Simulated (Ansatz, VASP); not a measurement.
**Bi in VASP and in Ansatz**

Contents of INCAR:

```
SYSTEM = Bi
PREC = Accurate
ENCUT = 600
EDIFF = 1E-6
ISMEAR = -1
SIGMA = 0.08
LREAL = .FALSE.
LASPH = .TRUE.
NELM = 60
ALGO = Normal
ISIF = 3
LWAVE = .FALSE.
LCHARG = .FALSE.
GGA = PE
IVDW = 12
IBRION = 2
NSW = 100
EDIFFG = -0.005
```

KPOINTS

```
Automatic mesh
0
G
  13 13 13
  0 0 0
```

The input POSCAR:

```
Bi
1.0
   -1.8071954762      1.8071954762      1.8071954762
    1.8071954762     -1.8071954762      1.8071954762
    1.8071954762      1.8071954762     -1.8071954762
Bi
1
Direct
    0.0000000000      0.0000000000      0.0000000000
```

Input for Ansatz:

```yaml
crystal:
  lattice:
    - [-1.8071954762, 1.8071954762, 1.8071954762]
    - [1.8071954762, -1.8071954762, 1.8071954762]
    - [1.8071954762, 1.8071954762, -1.8071954762]
  atoms:
    - { symbol: Bi, position: [0.0, 0.0, 0.0] }
kpoints:
  mp_grid: { grid: [13, 13, 13] }
scf:
  occupations: { method: fermi_dirac, width: 0.08 }
hamiltonian:
  xc: pbe
  pseudopotentials: { kind: paw }
  dispersion: d3bj
output:
  forces: true
  stress: true
relax:
  f_tol: 0.005
  max_steps: 80
  cell: {}
```

Alike in both runs: task relaxation of cell and atoms; functional PBE; dispersion D3(BJ); k mesh 13 × 13 × 13; occupations fermi-dirac, width 0.08 eV; no spin polarisation.

|  | VASP | Ansatz |
| --- | --- | --- |
| version | VASP 6.6.1 | Ansatz 0.2.0 |
| potentials or method | VASP PAW PBE potentials, release 64 (Bi_d) | PAW with Ansatz's default frozen-core files, scalar-relativistic |
| plane-wave cutoff (eV) | 600 | 420 |
| valence electrons in the cell | 15 | 15 |

```csv
,VASP,Ansatz,Ansatz less VASP
relaxed volume (Å³/atom),30.20,30.23,+0.029
relaxed cell length with the largest relative difference (Å),3.398,3.399,+0.0011
```

Neither program's run includes spin-orbit coupling. Noted on VASP's run: the volume moved by over 15 % at a fixed basis, so the end points are rough.
